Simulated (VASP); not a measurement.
# BAs (F-43m) in VASP: further runs, part 2 of 3

VASP 6.6.1. Earlier steps stand in the parts before.

### 3 Vibrations by perturbation theory, PBE

This run uses another cell than the first one, of 14.01 Å³/atom, 1.071 times its volume.

Input file INCAR:

```
SYSTEM = BAs
PREC = Accurate
ENCUT = 520
EDIFF = 1E-8
ISMEAR = 0
SIGMA = 0.01
LREAL = .FALSE.
LASPH = .TRUE.
NELM = 100
ALGO = Normal
ISIF = 2
LWAVE = .FALSE.
LCHARG = .TRUE.
GGA = PE
NBANDS = 11
IBRION = 8
NSW = 1
LEPSILON = .TRUE.
```

Input file KPOINTS:

```
Automatic mesh
0
G
  10 10 10
  0 0 0
```

Input file POSCAR:

```
BAs
1.0
    0.0000000000      2.4107944232      2.4107944232
    2.4107944232      0.0000000000      2.4107944232
    2.4107944232      2.4107944232      0.0000000000
B As
1 1
Direct
    0.0000000000      0.0000000000      0.0000000000
    0.7500000000      0.7500000000      0.7500000000
```

Potentials or basis: VASP PAW PBE potentials, release 64 (B, As).

Launch:

```
$ cat potpaw_PBE.64/B/POTCAR potpaw_PBE.64/As/POTCAR > POTCAR
$ mpirun -np 1 vasp_std > vasp.out
```

OUTCAR:

```text
SYSTEM = BAs
   PREC = Accurate
   ENCUT = 520
   EDIFF = 1E-8
   ISMEAR = 0
   LREAL = .FALSE.
   LASPH = .TRUE.
   NELM = 100
   ISIF = 2
   GGA = PE
   IBRION = 8
   NSW = 1
   LEPSILON = .TRUE.

 ion  position               nearest neighbor table
   1  0.000  0.000  0.000-   2 2.09   2 2.09   2 2.09   2 2.09
   2  0.750  0.750  0.750-   1 2.09   1 2.09   1 2.09   1 2.09

  LATTYP: Found a face centered cubic cell.
 ALAT       =     4.8215888464

  Lattice vectors:

 A1 = (   0.0000000000,   2.4107944232,   2.4107944232)
 A2 = (   2.4107944232,   0.0000000000,   2.4107944232)
 A3 = (   2.4107944232,   2.4107944232,   0.0000000000)

Analysis of symmetry for initial positions (statically):
=====================================================================
 Subroutine PRICEL returns:
 Original cell was already a primitive cell.

 Routine SETGRP: Setting up the symmetry group for a
 face centered cubic supercell.

 Subroutine GETGRP returns: Found 24 space group operations
 (whereof 24 operations were pure point group operations)
 out of a pool of 48 trial point group operations.

The static configuration has the point symmetry T_d .

Analysis of symmetry for dynamics (positions and initial velocities):
=====================================================================
 Subroutine PRICEL returns:
 Original cell was already a primitive cell.

 Routine SETGRP: Setting up the symmetry group for a
 face centered cubic supercell.
[... 595 lines left out ...]

 PIEZOELECTRIC TENSOR (including local field effects)  for field in x, y, z        (C/m^2)
          XX          YY          ZZ          XY          YZ          ZX
  --------------------------------------------------------------------------------
  x    -0.00000    -0.00000    -0.00000     0.00000    -0.05363     0.00000
  y     0.00000    -0.00000     0.00000     0.00000     0.00000    -0.05363
  z     0.00000     0.00000     0.00000    -0.05363     0.00000     0.00000

 BORN EFFECTIVE CHARGES (including local field effects) (in |e|, cummulative output)
 ---------------------------------------------------------------------------------
 ion    1
    1    -0.44539    -0.00000     0.00000
    2     0.00000    -0.44539     0.00000
    3    -0.00000    -0.00000    -0.44539
 ion    2
    1     0.44539     0.00000    -0.00000
    2     0.00000     0.44539     0.00000
    3     0.00000     0.00000     0.44539

 INTERNAL STRAIN TENSOR FOR ION    2 for displacements in x,y,z  (eV/Angst):
          X           Y           Z          XY          YZ          ZX
  --------------------------------------------------------------------------------
  x     0.00000     0.00000     0.00000     0.00000     6.06216     0.00000
  y     0.00000     0.00000     0.00000     0.00000     0.00000     6.06216
  z     0.00000     0.00000     0.00000     6.06216     0.00000     0.00000

 SECOND DERIVATIVES (NOT SYMMETRIZED)
 ------------------------------------
               1X          1Y          1Z          2X          2Y          2Z
  1X   -15.918175    0.000000    0.000000   15.918175   -0.000000   -0.000000
  1Y     0.000000  -15.918175    0.000000   -0.000000   15.918175   -0.000000
  1Z     0.000000    0.000000  -15.918175   -0.000000   -0.000000   15.918175
  2X    15.914700    0.000000    0.000000  -15.914700   -0.000000   -0.000000
  2Y     0.000000   15.914700    0.000000   -0.000000  -15.914700   -0.000000
  2Z     0.000000    0.000000   15.914700   -0.000000   -0.000000  -15.914700

 Eigenvectors and eigenvalues of the dynamical matrix
 ----------------------------------------------------

   1 f  =   20.292137 THz   127.499256 2PiTHz  676.872828 cm-1    83.921497 meV
             X         Y         Z           dx          dy          dz
      0.000000  0.000000  0.000000    -0.000025    0.934839   -0.000000
      3.616192  3.616192  3.616192     0.000009   -0.355073    0.000000
[... 21 lines left out ...]
   6 f/i=    0.000735 THz     0.004620 2PiTHz    0.024525 cm-1     0.003041 meV
             X         Y         Z           dx          dy          dz
      0.000000  0.000000  0.000000    -0.000000   -0.000000   -0.355073
      3.616192  3.616192  3.616192     0.000000    0.000000   -0.934839

--------------------------------------------------------------------------------------------------------

 MACROSCOPIC STATIC DIELECTRIC TENSOR IONIC CONTRIBUTION
 ------------------------------------------------------
           0.080480     0.000000    -0.000000
           0.000000     0.080480     0.000000
          -0.000000     0.000000     0.080480
 ------------------------------------------------------

 ELASTIC MODULI CONTR FROM IONIC RELAXATION (kBar)
 Direction    XX          YY          ZZ          XY          YZ          ZX
 --------------------------------------------------------------------------------
 XX          -0.0000     -0.0000     -0.0000     -0.0000     -0.0000      0.0000
 YY          -0.0000     -0.0000     -0.0000     -0.0000     -0.0000      0.0000
 ZZ          -0.0000     -0.0000     -0.0000     -0.0000     -0.0000      0.0000
 XY          -0.0000     -0.0000     -0.0000   -139.8266      0.0000     -0.0000
 YZ          -0.0000     -0.0000     -0.0000      0.0000   -139.8266      0.0000
 ZX           0.0000      0.0000      0.0000     -0.0000      0.0000   -139.8266
 --------------------------------------------------------------------------------

 PIEZOELECTRIC TENSOR IONIC CONTR  for field in x, y, z        (C/m^2)
          XX          YY          ZZ          XY          YZ          ZX
  --------------------------------------------------------------------------------
  x     0.00000     0.00000     0.00000    -0.00000     0.09982     0.00000
  y    -0.00000    -0.00000    -0.00000    -0.00000    -0.00000     0.09982
  z     0.00000     0.00000     0.00000     0.09982     0.00000     0.00000
```

stdout:

```text
POSCAR found type information on POSCAR B As
 POSCAR found :  2 types and       2 ions
 scaLAPACK will be used
 LDA part: xc-table for (Slater+PW92), standard interpolation
 POSCAR, INCAR and KPOINTS ok, starting setup
 FFT: planning ... GRIDC
 FFT: planning ... GRID_SOFT
 FFT: planning ... GRID
 WAVECAR not read
 entering main loop
[... 24 lines left out ...]
 dielectric tensor                  component  3 :     1.858     2.210    10.006
 Linear response DOF=           2
 Linear response progress:
 first order change of Fermi-energy  -0.34671E+00
 force on displaced ion       1 direction 1 : -15.918   0.000   0.000
 Born effective charge ion    1 direction 1 :  -0.460   0.000   0.000
 Linear response progress:
 first order change of Fermi-energy   0.34688E+00
 force on displaced ion       2 direction 1 : -15.915  -0.000  -0.000
 Born effective charge ion    2 direction 1 :   0.436   0.000   0.000
 Born effective charges drift removed
 Linear response finished
```

Run time: 6.2 min. Hardware: 1 thread of Intel Xeon 6975P-C (Granite Rapids), shared host; peak memory 0.28 GiB.

Results:

```
Electronic dielectric tensor (diagonal)                 : 10.01
Born charges (mean of the diagonal)                     : B -0.45; As +0.45 e
Highest phonon frequency at Γ, LO-TO splitting left out : 677 cm⁻¹
```

Phonon frequencies in cm⁻¹ (negative: imaginary):
| q point | frequencies |
| --- | --- |
| (0.000, 0.000, 0.000) | 0 0 0 677 677 677 |

Electronic dielectric tensor:
```
10.01  0.00  0.00
 0.00 10.01  0.00
 0.00  0.00 10.01
```

Born effective charge tensors (e):
atom 1, B
```
-0.45  0.00  0.00
 0.00 -0.45  0.00
 0.00  0.00 -0.45
```
atom 2, As
```
0.45 0.00 0.00
0.00 0.45 0.00
0.00 0.00 0.45
```

### 4 Vibrations by perturbation theory, PBE

This run uses another cell than the first one, of 13.51 Å³/atom, 1.032 times its volume.

Input file INCAR:

```
SYSTEM = BAs
ALGO = Normal ; EDIFF = 1E-8
ENCUT = 520 ; GGA = PE
IBRION = 8 ; ISIF = 2
ISMEAR = 0 ; LASPH = .TRUE.
LCHARG = .FALSE. ; LEPSILON = .TRUE.
LREAL = .FALSE. ; LWAVE = .FALSE.
NBANDS = 11 ; NELM = 80
NSW = 1 ; PREC = Accurate
SIGMA = 0.01
```

Input file KPOINTS:

```
k-points
0
G
  10 10 10
  0 0 0
```

Input file POSCAR:

```
BAs
1.0
    0.0000000000      2.3818618846      2.3818618846
    2.3818618846      0.0000000000      2.3818618846
    2.3818618846      2.3818618846      0.0000000000
B As
1 1
Direct
    0.0000000000      0.0000000000      0.0000000000
    0.7500000000      0.7500000000      0.7500000000
```

Potentials or basis: VASP PAW PBE potentials, release 64 (B, As).

Launch:

```
$ cat potpaw_PBE.64/B/POTCAR potpaw_PBE.64/As/POTCAR > POTCAR
$ mpirun -np 1 vasp_std > vasp.out
```

OUTCAR:

```text
SYSTEM = BAs
   EDIFF = 1E-8
   ENCUT = 520
   GGA = PE
   IBRION = 8
   ISIF = 2
   ISMEAR = 0
   LASPH = .TRUE.
   LEPSILON = .TRUE.
   LREAL = .FALSE.
   NELM = 80
   NSW = 1
   PREC = Accurate

 ion  position               nearest neighbor table
   1  0.000  0.000  0.000-   2 2.06   2 2.06   2 2.06   2 2.06
   2  0.750  0.750  0.750-   1 2.06   1 2.06   1 2.06   1 2.06

  LATTYP: Found a face centered cubic cell.
 ALAT       =     4.7637237692

  Lattice vectors:

 A1 = (   0.0000000000,   2.3818618846,   2.3818618846)
 A2 = (   2.3818618846,   0.0000000000,   2.3818618846)
 A3 = (   2.3818618846,   2.3818618846,   0.0000000000)

Analysis of symmetry for initial positions (statically):
=====================================================================
 Subroutine PRICEL returns:
 Original cell was already a primitive cell.

 Routine SETGRP: Setting up the symmetry group for a
 face centered cubic supercell.

 Subroutine GETGRP returns: Found 24 space group operations
 (whereof 24 operations were pure point group operations)
 out of a pool of 48 trial point group operations.

The static configuration has the point symmetry T_d .

Analysis of symmetry for dynamics (positions and initial velocities):
=====================================================================
 Subroutine PRICEL returns:
 Original cell was already a primitive cell.

 Routine SETGRP: Setting up the symmetry group for a
 face centered cubic supercell.
[... 595 lines left out ...]

 PIEZOELECTRIC TENSOR (including local field effects)  for field in x, y, z        (C/m^2)
          XX          YY          ZZ          XY          YZ          ZX
  --------------------------------------------------------------------------------
  x     0.00000    -0.00000     0.00000     0.00000    -0.10161     0.00000
  y     0.00000     0.00000    -0.00000     0.00000     0.00000    -0.10161
  z     0.00000     0.00000     0.00000    -0.10161     0.00000     0.00000

 BORN EFFECTIVE CHARGES (including local field effects) (in |e|, cummulative output)
 ---------------------------------------------------------------------------------
 ion    1
    1    -0.55401     0.00000     0.00000
    2    -0.00000    -0.55401     0.00000
    3    -0.00000     0.00000    -0.55401
 ion    2
    1     0.55401     0.00000     0.00000
    2     0.00000     0.55401    -0.00000
    3     0.00000    -0.00000     0.55401

 INTERNAL STRAIN TENSOR FOR ION    2 for displacements in x,y,z  (eV/Angst):
          X           Y           Z          XY          YZ          ZX
  --------------------------------------------------------------------------------
  x     0.00000     0.00000    -0.00000     0.00000     7.56008     0.00000
  y     0.00000     0.00000    -0.00000     0.00000     0.00000     7.56008
  z     0.00000    -0.00000     0.00000     7.56008     0.00000     0.00000

 SECOND DERIVATIVES (NOT SYMMETRIZED)
 ------------------------------------
               1X          1Y          1Z          2X          2Y          2Z
  1X   -17.117186    0.000000    0.000000   17.117186    0.000000    0.000000
  1Y     0.000000  -17.117186    0.000000    0.000000   17.117186    0.000000
  1Z     0.000000    0.000000  -17.117186    0.000000    0.000000   17.117186
  2X    17.114135    0.000000    0.000000  -17.114135    0.000000    0.000000
  2Y     0.000000   17.114135    0.000000    0.000000  -17.114135    0.000000
  2Z     0.000000    0.000000   17.114135    0.000000    0.000000  -17.114135

 Eigenvectors and eigenvalues of the dynamical matrix
 ----------------------------------------------------

   1 f  =   21.042553 THz   132.214259 2PiTHz  701.904009 cm-1    87.024967 meV
             X         Y         Z           dx          dy          dz
      0.000000  0.000000  0.000000     0.000000    0.934836    0.000000
      3.572793  3.572793  3.572793     0.000000   -0.355079    0.000000
[... 21 lines left out ...]
   6 f/i=    0.000622 THz     0.003911 2PiTHz    0.020763 cm-1     0.002574 meV
             X         Y         Z           dx          dy          dz
      0.000000  0.000000  0.000000     0.000000   -0.355079    0.000000
      3.572793  3.572793  3.572793     0.000000   -0.934836    0.000000

--------------------------------------------------------------------------------------------------------

 MACROSCOPIC STATIC DIELECTRIC TENSOR IONIC CONTRIBUTION
 ------------------------------------------------------
           0.120069     0.000000     0.000000
           0.000000     0.120069    -0.000000
           0.000000    -0.000000     0.120069
 ------------------------------------------------------

 ELASTIC MODULI CONTR FROM IONIC RELAXATION (kBar)
 Direction    XX          YY          ZZ          XY          YZ          ZX
 --------------------------------------------------------------------------------
 XX          -0.0000     -0.0000      0.0000     -0.0000     -0.0000     -0.0000
 YY          -0.0000     -0.0000      0.0000      0.0000     -0.0000     -0.0000
 ZZ           0.0000      0.0000     -0.0000     -0.0000      0.0000      0.0000
 XY          -0.0000      0.0000     -0.0000   -207.7243      0.0000      0.0000
 YZ          -0.0000     -0.0000      0.0000      0.0000   -207.7243      0.0000
 ZX          -0.0000     -0.0000      0.0000      0.0000      0.0000   -207.7243
 --------------------------------------------------------------------------------

 PIEZOELECTRIC TENSOR IONIC CONTR  for field in x, y, z        (C/m^2)
          XX          YY          ZZ          XY          YZ          ZX
  --------------------------------------------------------------------------------
  x     0.00000     0.00000    -0.00000     0.00000     0.14860     0.00000
  y     0.00000     0.00000    -0.00000    -0.00000     0.00000     0.14860
  z     0.00000    -0.00000     0.00000     0.14860     0.00000    -0.00000
```

OSZICAR:

```text
N       E                     dE             d eps       ncg     rms          rms(c)
DAV:   1     0.119585318159E+02    0.11959E+02   -0.38239E+03  1034   0.650E+02
DAV:   2    -0.113374995190E+02   -0.23296E+02   -0.22155E+02  1387   0.105E+02
DAV:   3    -0.120543748092E+02   -0.71688E+00   -0.71506E+00  1272   0.168E+01
DAV:   4    -0.120563198022E+02   -0.19450E-02   -0.19449E-02  1142   0.991E-01
[... 135 lines left out ...]
RMM:   8    -0.365919629955E-01    0.71012E-07   -0.12209E-07  6804   0.266E-05    0.259E-05
RMM:   9    -0.365920918835E-01   -0.12889E-06   -0.55229E-08  6619   0.310E-05    0.318E-06
RMM:  10    -0.365920755121E-01    0.16371E-07   -0.49407E-09  6210   0.145E-06    0.169E-06
RMM:  11    -0.365920747277E-01    0.78442E-09    0.20802E-09  5473   0.125E-06    0.316E-07
 Linear response finished
```

Wall time 3.7 min (1 thread of Intel Xeon 6975P-C (Granite Rapids), shared host); peak memory 0.27 GiB.

What came out:

```
Electronic dielectric tensor (diagonal)                 : 9.84
Born charges (mean of the diagonal)                     : B -0.55; As +0.55 e
Highest phonon frequency at Γ, LO-TO splitting left out : 702 cm⁻¹
```

Phonon frequencies in cm⁻¹ (negative: imaginary):
| q point | frequencies |
| --- | --- |
| (0.000, 0.000, 0.000) | 0 0 0 702 702 702 |

Electronic dielectric tensor:
```
9.84 0.00 0.00
0.00 9.84 0.00
0.00 0.00 9.84
```

Born effective charge tensors (e):
atom 1, B
```
-0.55  0.00  0.00
 0.00 -0.55  0.00
 0.00  0.00 -0.55
```
atom 2, As
```
0.55 0.00 0.00
0.00 0.55 0.00
0.00 0.00 0.55
```

Caveat: the cell wasn't relaxed at this level first, which shifts response properties.

(Part 2 of 3 ends here.)
